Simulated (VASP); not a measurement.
# Ir (Cmce) in VASP: single point with PBEsol

Aim: the single point of Ir with PBEsol.

Everything below comes from runs of VASP 6.6.1. Logs are shortened: lines on timing, memory, paths and dates and some standing lists are left out, and cuts for length are marked.

## (1) The cell of the first run

The structure is orthorhombic, space group Cmce (No. 64). Conventional cell: a = 3.055 Å, b = 9.692 Å, c = 4.043 Å, α = 90.00°, β = 90.00°, γ = 90.00°. Within 2.7 Å of Ir (site symmetry m) lie 3 Ir at 2.00 to 2.03 Å.

## (2) Single point, PBEsol

INCAR

```
SYSTEM = Ir
PREC = Accurate ; ENCUT = 520
EDIFF = 1E-7 ; ISMEAR = 0
SIGMA = 0.1 ; LREAL = .FALSE.
LASPH = .TRUE. ; NELM = 100
ALGO = Normal ; ISIF = 2
LWAVE = .FALSE. ; LCHARG = .TRUE.
GGA = PS ; LELF = .TRUE.
LVHAR = .TRUE. ; NBANDS = 26
```

KPOINTS

```
Automatic mesh
0
G
  6 6 4
  0 0 0
```

POSCAR

```
Ir
1.0
    1.5276580251     -4.8460450948      0.0000000000
    1.5276580251      4.8460450948      0.0000000000
    0.0000000000      0.0000000000      4.0429861934
Ir
4
Direct
    0.0980000000      0.9020000000      0.9100000000
    0.5980000000      0.4020000000      0.5900000000
    0.9020000000      0.0980000000      0.0900000000
    0.4020000000      0.5980000000      0.4100000000
```

Potentials or basis: VASP PAW PBE potentials, release 64 (Ir).

Run with:

```console
cat potpaw_PBE.64/Ir/POTCAR > POTCAR
mpirun -np 1 vasp_std > vasp.out
```

OUTCAR:

```text
SYSTEM = Ir
   PREC = Accurate
   ENCUT = 520
   EDIFF = 1E-7
   ISMEAR = 0
   LREAL = .FALSE.
   LASPH = .TRUE.
   NELM = 100
   ISIF = 2
   GGA = PS

 ion  position               nearest neighbor table
   1  0.098  0.902  0.910-   2 2.00   2 2.00   3 2.03   2 3.15   2 3.15   4 3.17   4 3.17   4 3.17
                             4 3.17   3 3.40   3 3.40
   2  0.598  0.402  0.590-   1 2.00   1 2.00   4 2.03   1 3.15   1 3.15   3 3.17   3 3.17   3 3.17
                             3 3.17   4 3.40   4 3.40
   3  0.902  0.098  0.090-   4 2.00   4 2.00   1 2.03   4 3.15   4 3.15   2 3.17   2 3.17   2 3.17
                             2 3.17   1 3.40   1 3.40
   4  0.402  0.598  0.410-   3 2.00   3 2.00   2 2.03   3 3.15   3 3.15   1 3.17   1 3.17   1 3.17
                             1 3.17   2 3.40   2 3.40

  LATTYP: Found a base centered orthorhombic cell.
 ALAT       =     3.0553160502
 B/A-ratio  =     3.1722054381
 C/A-ratio  =     1.3232628399

  Lattice vectors:

 A1 = (   1.5276580251,  -4.8460450948,   0.0000000000)
 A2 = (   1.5276580251,   4.8460450948,   0.0000000000)
 A3 = (   0.0000000000,   0.0000000000,   4.0429861934)

Analysis of symmetry for initial positions (statically):
=====================================================================
 Subroutine PRICEL returns:
 Original cell was already a primitive cell.

 Routine SETGRP: Setting up the symmetry group for a
 base centered orthorhombic supercell.

 Subroutine GETGRP returns: Found  8 space group operations
 (whereof  4 operations were pure point group operations)
 out of a pool of  8 trial point group operations.

The static configuration has the point symmetry C_2h.
 The point group associated with its full space group is D_2h.

Analysis of symmetry for dynamics (positions and initial velocities):
=====================================================================
 Subroutine PRICEL returns:
 Original cell was already a primitive cell.

 Routine SETGRP: Setting up the symmetry group for a
 base centered orthorhombic supercell.

 Subroutine GETGRP returns: Found  8 space group operations
 (whereof  4 operations were pure point group operations)
 out of a pool of  8 trial point group operations.

The dynamic configuration has the point symmetry C_2h.
 The point group associated with its full space group is D_2h.

 Subroutine INISYM returns: Found  8 space group operations
 (whereof  4 operations are pure point group operations),
 and found     1 'primitive' translations

----------------------------------------------------------------------------------------

                                     Primitive cell

  volume of cell :      59.8613

  direct lattice vectors                    reciprocal lattice vectors
     1.527658025 -4.846045095  0.000000000     0.327298382 -0.103176919  0.000000000
     1.527658025  4.846045095  0.000000000     0.327298382  0.103176919  0.000000000
     0.000000000  0.000000000  4.042986193     0.000000000  0.000000000  0.247341928

  length of vectors
     5.081130987  5.081130987  4.042986193     0.343175913  0.343175913  0.247341928

  position of ions in fractional coordinates (direct lattice)
     0.098000000  0.902000000  0.910000000
     0.598000000  0.402000000  0.590000000
     0.902000000  0.098000000  0.090000000
     0.402000000  0.598000000  0.410000000

  ion indices of the primitive-cell ions
   primitive index   ion index
                 1           1
                 2           2
                 3           3
                 4           4

----------------------------------------------------------------------------------------

 KPOINTS: Automatic mesh

Automatic generation of k-mesh.
 Grid dimensions read from file:
 generate k-points for:    6    6    4

 Generating k-lattice:

  Cartesian coordinates                     Fractional coordinates (reciprocal lattice)
     0.054549730 -0.017196153  0.000000000     0.166666667  0.000000000  0.000000000
     0.054549730  0.017196153  0.000000000     0.000000000  0.166666667  0.000000000
     0.000000000  0.000000000  0.061835482     0.000000000  0.000000000  0.250000000

  Length of vectors
     0.057195986  0.057195986  0.061835482

  Shift w.r.t. Gamma in fractional coordinates (k-lattice)
     0.000000000  0.000000000  0.000000000

 Subroutine IBZKPT returns following result:
 ===========================================

 Found     39 irreducible k-points:

 Following reciprocal coordinates:
            Coordinates               Weight
  0.000000  0.000000  0.000000      1.000000
  0.166667 -0.000000  0.000000      4.000000
  0.333333 -0.000000  0.000000      4.000000
  0.500000 -0.000000  0.000000      2.000000
  0.166667  0.166667  0.000000      2.000000
  0.333333  0.166667  0.000000      4.000000
[... 16 lines left out ...]
  0.333333  0.333333  0.250000      4.000000
  0.500000  0.333333  0.250000      8.000000
 [... further k-points ...]
   k-points           NKPTS =     39   k-points in BZ     NKDIM =     39   number of bands    NBANDS=     26
   number of dos      NEDOS =    301   number of ions     NIONS =      4
   total plane-waves  NPLWV =  48000
   dimension x,y,z NGX =    40 NGY =   40 NGZ =   30
   dimension x,y,z NGXF=    80 NGYF=   80 NGZF=   60
   ions per type =               4
   NGX,Y,Z   is equivalent  to a cutoff of  13.09, 13.09, 12.34 a.u.
   NGXF,Y,Z  is equivalent  to a cutoff of  26.17, 26.17, 24.67 a.u.
 SYSTEM =  Ir
   PREC   = accura    normal or accurate (medium, high low for compatibility)
   ISTART =      0    job   : 0-new  1-cont  2-samecut
   ICHARG =      2    charge: 1-file 2-atom 10-const
   ISPIN  =      1    spin polarized calculation?
   LNONCOLLINEAR =      F non collinear calculations
   LSORBIT =      F    spin-orbit coupling
   LASPH  =      T    aspherical Exc in radial PAW
   ENCUT  =  520.0 eV  38.22 Ry    6.18 a.u.   9.45  9.45  7.52*2*pi/ulx,y,z
   NELM   =    100;   NELMIN=  2; NELMDL= -5     # of ELM steps
   EDIFF  = 0.1E-06   stopping-criterion for ELM
   LREAL  =      F    real-space projection
   EDIFFG = 0.1E-05   stopping-criterion for IOM
   NSW    =      0    number of steps for IOM
   IBRION =     -1    ionic relax: 0-MD 1-quasi-New 2-CG
   NFREE  =      0    steps in history (QN), initial steepest desc. (CG)
   ISIF   =      2    stress and relaxation
   ISYM   =      2    0-nonsym 1-usesym 2-fastsym
   POTIM  = 0.5000    time-step for ionic-motion
   TEBEG  =    0.0;   TEEND  =   0.0 temperature during run
   PSTRESS=    0.0 pullay stress
   NELECT =      36.0000    total number of electrons
   NUPDOWN=      -1.0000    fix difference up-down
   EMIN   =  10.00;   EMAX   =-10.00  energy-range for DOS
   EFERMI =   0.00;   METHOD = LEGACY
   ISMEAR =     0;   SIGMA  =   0.10  broadening in eV -4-tet -1-fermi 0-gaus
   EFERMI_NEDOS =   21; number of points for ismear=-14 and -15
   IALGO  =     38    algorithm
   IMIX   =      4    mixing-type and parameters
     AMIX     =   0.40;   BMIX     =  1.00
     AMIX_MAG =   1.60;   BMIX_MAG =  1.00
  volume/ion in A,a.u.               =      14.97       100.99
  Fermi-wavevector in a.u.,A,eV,Ry     =   1.381848  2.611315 25.980390  1.909505
  Thomas-Fermi vector in A             =   2.506595
   LORBIT       =      0    0 simple, 1 ext, 2 COOP (PROOUT), +10 PAW based schemes
   GGA     = PS    functional components
   LHFCALC =     F    Hartree Fock is set to
   AEXX    =    0.0000 exact exchange contribution
   IVDW    =     0    specifies the selected vdW correction
   LEPSILON=     F    determine dielectric tensor
   LRPA    =     F    only Hartree local field effects (RPA)
 non-spin polarized calculation
 Gauss-broadening in eV      SIGMA  =   0.10
  energy-cutoff  :      520.00
  volume of cell :       59.86
 maximum number of plane-waves:      1637
 NGX is ok and might be reduce to    40
   NGX = 19   NGY = 19   NGZ = 15

 number of electron      36.0000000 magnetization

 Free energy of the ion-electron system (eV)
  ---------------------------------------------------
  ext. energy  EPLUGINS =         0.00000000
  ---------------------------------------------------
  free energy    TOTEN  =       -18.44078875 eV

  energy without entropy =      -18.42236133  energy(sigma->0) =      -18.43157504

 E-fermi :  10.3774     XC(G=0): -13.3016

 val. band max:       10.3767937438   @ k =   0.1667  -0.0000   0.2500
 cond. band min:      10.3878948958   @ k =   0.0000   0.0000   0.2500
 fundamental gap:      0.0111011519
 Fermi energy:        10.3774029760

 k-point     1 :       0.0000    0.0000    0.0000
  band No.  band energies     occupation
      1      -0.9585      2.00000
      2      -0.4502      2.00000
      3       0.3362      2.00000
      4       0.7648      2.00000
      5       0.8724      2.00000
      6       1.2745      2.00000
[... 18 lines left out ...]
     25      16.1871      0.00000
     26      21.0593      0.00000

 k-point     2 :       0.1667   -0.0000    0.0000
  band No.  band energies     occupation
      1      -0.5931      2.00000
      2      -0.2078      2.00000
      3       0.5068      2.00000
      4       0.7083      2.00000
      5       1.3320      2.00000
      6       1.4356      2.00000
[... 18 lines left out ...]
     25      16.8352      0.00000
     26      17.6316      0.00000

 k-point     3 :       0.3333   -0.0000    0.0000
  band No.  band energies     occupation
      1      -0.3083      2.00000
      2       0.9552      2.00000
      3       1.1934      2.00000
      4       1.4387      2.00000
      5       1.5890      2.00000
      6       1.7311      2.00000
[... 572 lines left out ...]
 k-point    23 :       0.3333    0.3333    0.2500
  band No.  band energies     occupation
      1      -0.2522      2.00000
      2       0.5996      2.00000
      3       1.0044      2.00000
      4       1.3462      2.00000
      5       2.1105      2.00000
      6       2.2812      2.00000
[... 18 lines left out ...]
     25      15.2065      0.00000
     26      19.4065      0.00000

 k-point    24 :       0.5000    0.3333    0.2500
  band No.  band energies     occupation
      1      -0.1970      2.00000
      2       0.4132      2.00000
      3       0.6749      2.00000
      4       0.9762      2.00000
      5       1.8191      2.00000
      6       2.0905      2.00000
[... 18 lines left out ...]
     25      18.0474      0.00000
     26      19.0228      0.00000

 [... further k-points ...]

------------------------ aborting loop because EDIFF is reached ----------------------------------------

  FORCE on cell =-STRESS in cart. coord.  units (eV):
  Direction    XX          YY          ZZ          XY          YZ          ZX
  --------------------------------------------------------------------------------------
  -------------------------------------------------------------------------------------
  Total       86.5927250     49.7895316     63.3679531      0.0000000     -0.0000000      0.0000000
  in kB     2317.6408553   1332.6090932   1696.0334388      0.0000000     -0.0000000      0.0000000
  external PRESSURE =    1782.0944625 kB  Pullay stress =       0.0000000 kB

 VOLUME and BASIS-vectors are now :
 -----------------------------------------------------------------------------
  energy-cutoff  :      520.00
  volume of cell :       59.86
      direct lattice vectors                 reciprocal lattice vectors
     1.527658025 -4.846045095  0.000000000     0.327298382 -0.103176919  0.000000000
     1.527658025  4.846045095  0.000000000     0.327298382  0.103176919  0.000000000
     0.000000000  0.000000000  4.042986193     0.000000000  0.000000000  0.247341928

 POSITION                                       TOTAL-FORCE (eV/Angst)
 -----------------------------------------------------------------------------------
      1.52766      3.89622      3.67912         0.000000    -14.700780     15.212762
      1.52766     -0.94982      2.38536         0.000000    -14.700780    -15.212762
      1.52766     -3.89622      0.36387         0.000000     14.700780    -15.212762
      1.52766      0.94982      1.65762         0.000000     14.700780     15.212762
 -----------------------------------------------------------------------------------
    total drift:                                0.000000      0.000000      0.000000

  FREE ENERGIE OF THE ION-ELECTRON SYSTEM (eV)
  ---------------------------------------------------
  free  energy   TOTEN  =       -18.4407887473 eV

  energy  without entropy=      -18.4223613318  energy(sigma->0) =      -18.43157504
```

Wall time 95 s (1 thread of Intel Xeon 8259CL, shared host); peak memory 0.23 GiB.

Results:

| Item | Value |
| --- | --- |
| Free energy | -18.4408 eV |
| Pressure | 178.2 GPa |
| Largest force | 21.155 eV/Å |
| Band gap on the k mesh | zero (bands 18 and 19 overlap by 0.99 eV) |

Forces in eV/Å, atoms in the order of the input:
```
Ir    0.000 -14.701  15.213
Ir    0.000 -14.701 -15.213
Ir    0.000  14.701 -15.213
Ir    0.000  14.701  15.213
```

Caveat: the k points lie up to 0.39 Å⁻¹ apart, too coarse for converged energies and pressures of a metal; the PAW data sets were made with another functional, which shifts forces and pressure a little; spin-orbit coupling is left out, which moves the levels of the heavy elements.
